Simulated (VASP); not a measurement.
Input of a VASP 6.6.1 run:

File INCAR:

```
SYSTEM = W
  PREC = Accurate
  ENCUT = 520
  EDIFF = 1E-8
  ISMEAR = -1
  SIGMA = 0.05
  LREAL = .False.
  LASPH = .True.
  NELM = 60
  ALGO = Normal
  ISIF = 2
  LWAVE = .False.
  LCHARG = .False.
  GGA = PS
  LEFG = .True.
  NBANDS = 13
```

KPOINTS

```
regular mesh
0
Gamma
  14 14 14
  0 0 0
```

POSCAR

```
W
1.0
    0.0000000000      2.0367442356      2.0367442356
    2.0367442356      0.0000000000      2.0367442356
    2.0367442356      2.0367442356      0.0000000000
W
1
Direct
    0.0000000000      0.0000000000      0.0000000000
```

Potentials or basis: VASP PAW PBE potentials, release 64 (W_sv).

Launch:

```console
$ cat potpaw_PBE.64/W_sv/POTCAR > POTCAR
$ mpirun -np 1 vasp_std > vasp.out
```

(1) Estimate the band gap on the k mesh.

(2) Estimate the pressure.

Answers

(1) zero (bands 7 and 8 overlap by 3.44 eV).

(2) -14.6 GPa.

Caveat: the cell stands under tension; the PAW data sets were made with another functional, which shifts forces and pressure a little; spin-orbit coupling is left out, which moves the levels of the heavy elements.
